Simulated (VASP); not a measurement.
Runs of VASP 6.6.1 on HfO2. The structure is that of space group P4_2/mnm (No. 136), or close to it. The cells are those of the table. 

```csv
cell,gap on the mesh (eV),pressure (GPa),largest force (eV/Å)
"a = 4.653, b = 4.653, c = 3.205 Å, 6 atoms",4.13,15.8,0.18
"a = 4.894, b = 4.894, c = 3.205 Å, 6 atoms",3.74,(a),0.06
"a = 5.054, b = 5.054, c = 3.205 Å, 6 atoms",(d),(b),(c)
"a = 4.573, b = 4.573, c = 3.205 Å, 6 atoms",4.18,26.4,0.39
"a = 4.733, b = 4.733, c = 3.205 Å, 6 atoms",4.00,6.8,0.07
```

Alike in all rows: task single point; level PBEsol; potentials or basis VASP PAW PBE potentials, release 64 (Hf_pv, O); no spin polarisation; k mesh 4 × 4 × 6; cutoff (eV) 520; smearing gaussian 0.02 eV.

**Question.** Fill in the values left out.

**Answer.** (a) -7.4; (b) -17.5; (c) 0.28; (d) 3.51.

Caveats: the PAW data sets were made with another functional, which shifts forces and pressure a little; spin-orbit coupling is left out, which moves the levels of the heavy elements.

A k mesh can miss the band edges, and the runs leave out spin-orbit coupling on Hf.
